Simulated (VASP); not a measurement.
Runs of VASP 6.6.1 on AlN. The structure is that of space group Cmmm (No. 65), or close to it. The cells are those of the table. 

```tsv
task	cell	k mesh	cutoff (eV)	smearing	gap on the mesh (eV)	pressure (GPa)	relaxed volume (Å³/atom)	largest force (eV/Å)
single point	a = 5.527, b = 5.527, c = 2.950 Å, angles 90.0, 90.0, 115.1°, 4 atoms	8 × 8 × 12	520	gaussian 0.01 eV	0.10	0.0	-	0.03
relaxation of cell and atoms	relaxed from a = 5.527, b = 5.527, c = 2.950 Å, angles 90.0, 90.0, 115.1°, 4 atoms	8 × 8 × 12	600	gaussian 0.01 eV	0.09	0.0	(a)	-
single point	a = 5.527, b = 5.527, c = 2.950 Å, angles 90.0, 90.0, 115.1°, 4 atoms	10 × 10 × 16	520	gaussian 0.1 eV	0.10	0.0	-	0.03
relaxation of cell and atoms	relaxed from a = 5.136, b = 5.136, c = 2.953 Å, angles 90.0, 90.0, 109.5°, 4 atoms	10 × 10 × 16	600	gaussian 0.1 eV	-	0.0	20.04	-
relaxation of cell and atoms	relaxed from a = 4.658, b = 4.658, c = 3.028 Å, 4 atoms	4 × 4 × 6	600	gaussian 0.1 eV	none	0.0	17.40	0.01
single point	a = 5.136, b = 5.136, c = 2.953 Å, angles 90.0, 90.0, 70.5°, 4 atoms	4 × 4 × 6	520	gaussian 0.1 eV	none	(b)	-	0.03
```

Alike in all rows: level PBE; potentials or basis VASP PAW PBE potentials, release 64 (Al, N); no spin polarisation.

Q: Estimate the missing entries.

A: (a) 20.39; (b) 0.1.

A k mesh can miss the band edges.

A gap of «none» marks levels without a gap at the run's occupations.
